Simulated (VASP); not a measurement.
# RuS2 (R-3m) in VASP: single point with LDA+U

Aim: the single point of RuS2 with LDA+U.

Everything below comes from runs of VASP 6.6.1. Logs are shortened: lines on timing, memory, paths and dates and some standing lists are left out, and cuts for length are marked.

## (1) The cell of the first run

It takes space group R-3m (No. 166, trigonal). The conventional cell has a = 3.629 Å, b = 3.629 Å, c = 16.458 Å, α = 90.00°, β = 90.00°, γ = 120.00°. Within 3.3 Å of Ru (site symmetry -3m) lie 6 S at 2.49 Å. Within 3.7 Å of S (site symmetry 3m) lie 3 Ru at 2.49 Å and 12 S at 3.40 to 3.63 Å.

## (2) Single point, LDA+U, collinear spin, ferromagnetic start

Contents of INCAR:

```
PREC = Accurate
ENCUT = 520
EDIFF = 1E-6
ISMEAR = 0
SIGMA = 0.05
LREAL = F
LASPH = T
NELM = 150
ALGO = Normal
ISIF = 2
LWAVE = F
LCHARG = F
ISPIN = 2
MAGMOM = 0.91 0.1 0.1
LORBIT = 11
LMAXMIX = 4
LDAU = T
LDAUTYPE = 2
LDAUL = 2 -1
LDAUU = 1 0
LDAUJ = 0 0
LDAUPRINT = 1
GGA = CA
NBANDS = 24
```

Contents of KPOINTS:

```
regular mesh
0
Gamma
  6 6 6
```

Contents of POSCAR:

```
RuS2
1.0
    1.8145504000      1.0476311600      5.4860692600
   -1.8145504000      1.0476311600      5.4860692600
    0.0000000000     -2.0952623200      5.4860692600
Ru S
1 2
Direct
    0.0000000000      0.0000000000      0.0000000000
    0.2520000000      0.2520000000      0.2520000000
    0.7480000000      0.7480000000      0.7480000000
```

Potentials or basis: VASP PAW LDA potentials, release 64 (Ru_pv, S).

Started as:

```
$ cat potpaw_LDA.64/Ru_pv/POTCAR potpaw_LDA.64/S/POTCAR > POTCAR
$ mpirun -np 1 vasp_std > vasp.out
```

OUTCAR:

```text
PREC = Accurate
   ENCUT = 520
   EDIFF = 1E-6
   ISMEAR = 0
   LREAL = F
   LASPH = T
   NELM = 150
   ISIF = 2
   ISPIN = 2
   LORBIT = 11
   GGA = CA

 ion  position               nearest neighbor table
   1  0.000  0.000  0.000-   3 2.49   2 2.49   3 2.49   3 2.49   2 2.49   2 2.49
   2  0.252  0.252  0.252-   1 2.49   1 2.49   1 2.49
   3  0.748  0.748  0.748-   1 2.49   1 2.49   1 2.49

  LATTYP: Found a trigonal (rhomboedric) cell.
 ALAT       =     5.8725701466
 COS(alpha) =     0.8090535277

  Lattice vectors:

 A1 = (   1.8145504000,   1.0476311600,   5.4860692600)
 A2 = (  -1.8145504000,   1.0476311600,   5.4860692600)
 A3 = (   0.0000000000,  -2.0952623200,   5.4860692600)

Analysis of symmetry for initial positions (statically):
=====================================================================
 Subroutine PRICEL returns:
 Original cell was already a primitive cell.

 Routine SETGRP: Setting up the symmetry group for a
 trigonal (rhombohedral) supercell.

 Subroutine GETGRP returns: Found 12 space group operations
 (whereof 12 operations were pure point group operations)
 out of a pool of 12 trial point group operations.

The static configuration has the point symmetry D_3d.

Analysis of symmetry for dynamics (positions and initial velocities):
=====================================================================
 Subroutine PRICEL returns:
 Original cell was already a primitive cell.

 Routine SETGRP: Setting up the symmetry group for a
 trigonal (rhombohedral) supercell.

 Subroutine GETGRP returns: Found 12 space group operations
 (whereof 12 operations were pure point group operations)
 out of a pool of 12 trial point group operations.

The dynamic configuration has the point symmetry D_3d.

Analysis of structural, dynamic, and magnetic symmetry:
=====================================================================
 Subroutine PRICEL returns:
 Original cell was already a primitive cell.

 Routine SETGRP: Setting up the symmetry group for a
 trigonal (rhombohedral) supercell.

 Subroutine GETGRP returns: Found 12 space group operations
 (whereof 12 operations were pure point group operations)
 out of a pool of 12 trial point group operations.

The overall configuration has the point symmetry D_3d.

 Subroutine INISYM returns: Found 12 space group operations
 (whereof 12 operations are pure point group operations),
 and found     1 'primitive' translations

----------------------------------------------------------------------------------------

                                     Primitive cell

  volume of cell :      62.5734

  direct lattice vectors                    reciprocal lattice vectors
     1.814550400  1.047631160  5.486069260     0.275550351  0.159089070  0.060759957
    -1.814550400  1.047631160  5.486069260    -0.275550351  0.159089070  0.060759957
     0.000000000 -2.095262320  5.486069260     0.000000000 -0.318178139  0.060759957

  length of vectors
     5.872570147  5.872570147  5.872570146     0.323927616  0.323927616  0.323927617

  position of ions in fractional coordinates (direct lattice)
     0.000000000  0.000000000  0.000000000
     0.252000000  0.252000000  0.252000000
     0.748000000  0.748000000  0.748000000

  ion indices of the primitive-cell ions
   primitive index   ion index
                 1           1
                 2           2
                 3           3

----------------------------------------------------------------------------------------

 KPOINTS: regular mesh

Automatic generation of k-mesh.
 Grid dimensions read from file:
 generate k-points for:    6    6    6

 Generating k-lattice:

  Cartesian coordinates                     Fractional coordinates (reciprocal lattice)
     0.045925059  0.026514845  0.010126660     0.166666667  0.000000000 -0.000000000
    -0.045925059  0.026514845  0.010126660     0.000000000  0.166666667 -0.000000000
     0.000000000 -0.053029690  0.010126660    -0.000000000 -0.000000000  0.166666667

  Length of vectors
     0.053987936  0.053987936  0.053987936

  Shift w.r.t. Gamma in fractional coordinates (k-lattice)
     0.000000000  0.000000000  0.000000000

 Subroutine IBZKPT returns following result:
 ===========================================

 Found     32 irreducible k-points:

 Following reciprocal coordinates:
            Coordinates               Weight
  0.000000  0.000000  0.000000      1.000000
  0.166667 -0.000000  0.000000      6.000000
  0.333333 -0.000000  0.000000      6.000000
  0.500000  0.000000  0.000000      3.000000
  0.166667  0.166667  0.000000      6.000000
  0.333333  0.166667  0.000000     12.000000
[... 16 lines left out ...]
  0.500000  0.500000  0.166667      6.000000
 -0.333333  0.500000  0.166667     12.000000
 [... further k-points ...]
   k-points           NKPTS =     32   k-points in BZ     NKDIM =     32   number of bands    NBANDS=     24
   number of dos      NEDOS =    301   number of ions     NIONS =      3
   total plane-waves  NPLWV = 110592
   dimension x,y,z NGX =    48 NGY =   48 NGZ =   48
   dimension x,y,z NGXF=    96 NGYF=   96 NGZF=   96
   ions per type =               1   2
   NGX,Y,Z   is equivalent  to a cutoff of  13.59, 13.59, 13.59 a.u.
   NGXF,Y,Z  is equivalent  to a cutoff of  27.18, 27.18, 27.18 a.u.
 SYSTEM =  unknown system
   PREC   = accura    normal or accurate (medium, high low for compatibility)
   ISTART =      0    job   : 0-new  1-cont  2-samecut
   ICHARG =      2    charge: 1-file 2-atom 10-const
   ISPIN  =      2    spin polarized calculation?
   LNONCOLLINEAR =      F non collinear calculations
   LSORBIT =      F    spin-orbit coupling
   LASPH  =      T    aspherical Exc in radial PAW
   ENCUT  =  520.0 eV  38.22 Ry    6.18 a.u.  10.92 10.92 10.92*2*pi/ulx,y,z
   NELM   =    150;   NELMIN=  2; NELMDL= -5     # of ELM steps
   EDIFF  = 0.1E-05   stopping-criterion for ELM
   LREAL  =      F    real-space projection
   EDIFFG = 0.1E-04   stopping-criterion for IOM
   NSW    =      0    number of steps for IOM
   IBRION =     -1    ionic relax: 0-MD 1-quasi-New 2-CG
   NFREE  =      0    steps in history (QN), initial steepest desc. (CG)
   ISIF   =      2    stress and relaxation
   ISYM   =      2    0-nonsym 1-usesym 2-fastsym
   POTIM  = 0.5000    time-step for ionic-motion
   TEBEG  =    0.0;   TEEND  =   0.0 temperature during run
   PSTRESS=    0.0 pullay stress
   NELECT =      26.0000    total number of electrons
   NUPDOWN=      -1.0000    fix difference up-down
   EMIN   =  10.00;   EMAX   =-10.00  energy-range for DOS
   EFERMI =   0.00;   METHOD = LEGACY
   ISMEAR =     0;   SIGMA  =   0.05  broadening in eV -4-tet -1-fermi 0-gaus
   EFERMI_NEDOS =   21; number of points for ismear=-14 and -15
   IALGO  =     38    algorithm
   IMIX   =      4    mixing-type and parameters
     AMIX     =   0.40;   BMIX     =  1.00
     AMIX_MAG =   1.60;   BMIX_MAG =  1.00
  volume/ion in A,a.u.               =      20.86       140.76
  Fermi-wavevector in a.u.,A,eV,Ry     =   1.221619  2.308526 20.304711  1.492354
  Thomas-Fermi vector in A             =   2.356795
   LORBIT       =     11    0 simple, 1 ext, 2 COOP (PROOUT), +10 PAW based schemes
 LDA+U is selected, type is set to LDAUTYPE =  2
   angular momentum for each species LDAUL =     2   -1
   U (eV)           for each species LDAUU =   1.0  0.0
   J (eV)           for each species LDAUJ =   0.0  0.0
   GGA     = CA    functional components
   LHFCALC =     F    Hartree Fock is set to
   AEXX    =    0.0000 exact exchange contribution
   IVDW    =     0    specifies the selected vdW correction
   LEPSILON=     F    determine dielectric tensor
   LRPA    =     F    only Hartree local field effects (RPA)
 spin polarized calculation
 Gauss-broadening in eV      SIGMA  =   0.05
  energy-cutoff  :      520.00
  volume of cell :       62.57
 maximum number of plane-waves:      1700
 NGX is ok and might be reduce to    48
   NGX = 21   NGY = 21   NGZ = 21

atom =   1  type =  1  l = 2

 onsite density matrix

spin component  1

  0.7198  0.0000 -0.0000 -0.1592  0.0000
  0.0000  0.5985  0.0000 -0.0000 -0.1592
 -0.0000  0.0000  0.7688  0.0000 -0.0000
 -0.1592 -0.0000  0.0000  0.5985 -0.0000
  0.0000 -0.1592 -0.0000 -0.0000  0.7198

spin component  2

  0.4734  0.0000 -0.0000 -0.0225  0.0000
  0.0000  0.4838  0.0000 -0.0000 -0.0225
 -0.0000  0.0000  0.5800  0.0000 -0.0000
 -0.0225 -0.0000  0.0000  0.4838 -0.0000
  0.0000 -0.0225 -0.0000 -0.0000  0.4734

 occupancies and eigenvectors

  o =  0.4555  v =  0.0000  0.0000  0.0000  0.0000  0.0000  0.0000  0.6219  0.0000  0.0000  0.7831      0.0000  0.0000  0.0000  0.0000  0.0000  0.0000  0.0000  0.0000  0.0000  0.0000
  o =  0.4555  v =  0.0000  0.0000  0.0000  0.0000  0.0000 -0.7831  0.0000 -0.0000 -0.6219  0.0000      0.0000  0.0000  0.0000  0.0000  0.0000  0.0000  0.0000  0.0000  0.0000  0.0000
  o =  0.4888  v =  0.0000  0.8234  0.0000  0.0000  0.5674  0.0000  0.0000  0.0000  0.0000  0.0000      0.0000  0.0000  0.0000  0.0000  0.0000  0.0000  0.0000  0.0000  0.0000  0.0000
  o =  0.4888  v = -0.5674  0.0000 -0.0000 -0.8234  0.0000  0.0000  0.0000  0.0000  0.0000  0.0000      0.0000  0.0000  0.0000  0.0000  0.0000  0.0000  0.0000  0.0000  0.0000  0.0000
  o =  0.5016  v =  0.0000  0.0000  0.0000  0.0000  0.0000  0.0000 -0.7831  0.0000  0.0000  0.6219      0.0000  0.0000  0.0000  0.0000  0.0000  0.0000  0.0000  0.0000  0.0000  0.0000
  o =  0.5016  v =  0.0000  0.0000  0.0000  0.0000  0.0000 -0.6219  0.0000  0.0000  0.7831 -0.0000      0.0000  0.0000  0.0000  0.0000  0.0000  0.0000  0.0000  0.0000  0.0000  0.0000
  o =  0.5800  v =  0.0000  0.0000  0.0000  0.0000  0.0000  0.0000  0.0000  1.0000 -0.0000 -0.0000      0.0000  0.0000  0.0000  0.0000  0.0000  0.0000  0.0000  0.0000  0.0000  0.0000
  o =  0.7688  v =  0.0000  0.0000 -1.0000  0.0000 -0.0000  0.0000  0.0000  0.0000  0.0000  0.0000      0.0000  0.0000  0.0000  0.0000  0.0000  0.0000  0.0000  0.0000  0.0000  0.0000
  o =  0.8295  v =  0.0000 -0.5674 -0.0000  0.0000  0.8234  0.0000  0.0000  0.0000  0.0000  0.0000      0.0000  0.0000  0.0000  0.0000  0.0000  0.0000  0.0000  0.0000  0.0000  0.0000
  o =  0.8295  v = -0.8234  0.0000  0.0000  0.5674 -0.0000  0.0000  0.0000  0.0000  0.0000  0.0000      0.0000  0.0000  0.0000  0.0000  0.0000  0.0000  0.0000  0.0000  0.0000  0.0000

 number of electron      26.0000002 magnetization       1.2180331

 Free energy of the ion-electron system (eV)
  ---------------------------------------------------
  ext. energy  EPLUGINS =         0.00000000
  ---------------------------------------------------
  free energy    TOTEN  =       -18.79896769 eV

  energy without entropy =      -18.79564691  energy(sigma->0) =      -18.79730730

 E-fermi :   4.3870     XC(G=0): -10.3451

 val. band max:        4.3639752225   @ k =   0.1667  -0.0000   0.0000
 cond. band min:       4.3876017010   @ k =  -0.3333   0.3333   0.3333
 fundamental gap:      0.0236264785
 Fermi energy:         4.3869582670

 spin component 1

 k-point     1 :       0.0000    0.0000    0.0000
  band No.  band energies     occupation
      1     -38.2504      1.00000
      2     -38.2504      1.00000
      3     -38.1284      1.00000
      4      -9.0366      1.00000
      5      -7.2204      1.00000
      6      -0.8846      1.00000
[... 16 lines left out ...]
     23      15.8424      0.00000
     24      16.6758      0.00000
[... 598 lines left out ...]
      2     -38.2636      1.00000
      3     -38.1231      1.00000
      4      -7.6008      1.00000
      5      -7.5770      1.00000
      6      -0.6737      1.00000
[... 16 lines left out ...]
     23      15.3398      0.00000
     24      16.2712      0.00000

 [... further k-points ...]

 spin component 2

 k-point     1 :       0.0000    0.0000    0.0000
  band No.  band energies     occupation
      1     -37.5807      1.00000
      2     -37.5807      1.00000
      3     -37.5740      1.00000
      4      -8.9194      1.00000
      5      -7.1088      1.00000
      6      -0.6677      1.00000
[... 16 lines left out ...]
     23      16.0766      0.00000
     24      16.7984      0.00000
[... 598 lines left out ...]
      2     -37.5943      1.00000
      3     -37.5686      1.00000
      4      -7.4757      1.00000
      5      -7.4606      1.00000
      6      -0.4309      1.00000
[... 16 lines left out ...]
     23      15.6020      0.00000
     24      16.3723      0.00000

 [... further k-points ...]
[... 5 lines left out ...]
  --------------------------------------------------------------------------------------
  -------------------------------------------------------------------------------------
  Total       -8.0635452     -8.0635452     -5.0505589      0.0000000      0.0000000      0.0000000
  in kB     -206.4650898   -206.4650890   -129.3183181      0.0000000      0.0000000      0.0000000
  external PRESSURE =    -180.7494989 kB  Pullay stress =       0.0000000 kB

 VOLUME and BASIS-vectors are now :
 -----------------------------------------------------------------------------
  energy-cutoff  :      520.00
  volume of cell :       62.57
      direct lattice vectors                 reciprocal lattice vectors
     1.814550400  1.047631160  5.486069260     0.275550351  0.159089070  0.060759957
    -1.814550400  1.047631160  5.486069260    -0.275550351  0.159089070  0.060759957
     0.000000000 -2.095262320  5.486069260     0.000000000 -0.318178139  0.060759957

 POSITION                                       TOTAL-FORCE (eV/Angst)
 -----------------------------------------------------------------------------------
      0.00000      0.00000      0.00000         0.000000      0.000000     -0.000000
      0.00000      0.00000      4.14747         0.000000      0.000000      1.650697
      0.00000      0.00000     12.31074         0.000000      0.000000     -1.650697
 -----------------------------------------------------------------------------------
    total drift:                                0.000000      0.000000     -0.000000

  FREE ENERGIE OF THE ION-ELECTRON SYSTEM (eV)
  ---------------------------------------------------
  free  energy   TOTEN  =       -18.7989676902 eV

  energy  without entropy=      -18.7956469134  energy(sigma->0) =      -18.79730730

 total charge

# of ion       s       p       d       tot
------------------------------------------
    1        0.304   6.211   5.853  12.368
    2        1.362   2.215   0.000   3.577
    3        1.362   2.215   0.000   3.577
--------------------------------------------------
tot          3.029  10.641   5.853  19.523

 magnetization (x)

# of ion       s       p       d       tot
------------------------------------------
    1        0.012   0.018   0.908   0.938
    2        0.002   0.071   0.000   0.073
    3        0.002   0.071   0.000   0.073
--------------------------------------------------
tot          0.015   0.160   0.908   1.083
```

Run time: 3.3 min. Hardware: 1 thread of AMD EPYC 7R43 (Zen 3), shared host; peak memory 0.26 GiB.

What came out:

```yaml
Free_energy: -18.7990 eV
Pressure: -18.1 GPa
Largest_force: 1.651 eV/Å
Net_moment: 1.22 μB per cell
Site_moments: Ru +0.94; S +0.07 μB
Valence_electrons_inside_the_program's_atomic_spheres: Ru 12.37; S 3.58
```

Forces in eV/Å, atoms in the order of the input:
```
Ru   0.000  0.000  0.000
S    0.000  0.000  1.651
S    0.000  0.000 -1.651
```

Levels at points of the mesh, in eV from the Fermi level:
Spin up:
```csv
k point,band 11,band 12,band 13,band 14,band 15,band 16,band 17,band 18
"(0.00, 0.00, 0.00)",-0.45,-0.32,-0.32,0.24,2.62,2.62,5.48,5.72
"(0.50, 0.00, 0.00)",-1.59,-1.18,-1.18,-0.64,2.32,2.34,6.54,7.14
"(0.50, 0.50, 0.00)",-1.55,-1.23,-1.17,-0.72,2.88,3.03,5.16,6.06
"(0.50, 0.50, 0.50)",-1.79,-0.57,-0.57,-0.09,2.83,2.83,6.19,7.40
```
Spin down:
```csv
k point,band 10,band 11,band 12,band 13,band 14,band 15
"(0.00, 0.00, 0.00)",-0.96,-0.20,-0.20,0.13,0.32,2.94
"(0.50, 0.00, 0.00)",-1.87,-1.46,-0.59,-0.18,0.16,2.64
"(0.50, 0.50, 0.00)",-1.82,-1.13,-1.02,-0.17,0.10,3.18
"(0.50, 0.50, 0.50)",-0.95,-0.95,-0.44,-0.44,0.38,3.15
```

Eigenvalues of the final occupation matrices:
| site | spin | trace | eigenvalues |
| --- | --- | --- | --- |
| site 1 d | 1 | 3.41 | 0.49 0.49 0.77 0.83 0.83 |
| site 1 d | 2 | 2.49 | 0.46 0.46 0.50 0.50 0.58 |

Caveat: the stress differs along the axes, from -21 to -13 GPa; an empty level that is flat over the whole mesh can mark a ghost state of the potentials, or a narrow d or f band; forces of over 1 eV/Å act on the atoms, so gaps and moduli don't describe the material at rest. The state reached can hang on the start; a lower one may exist.
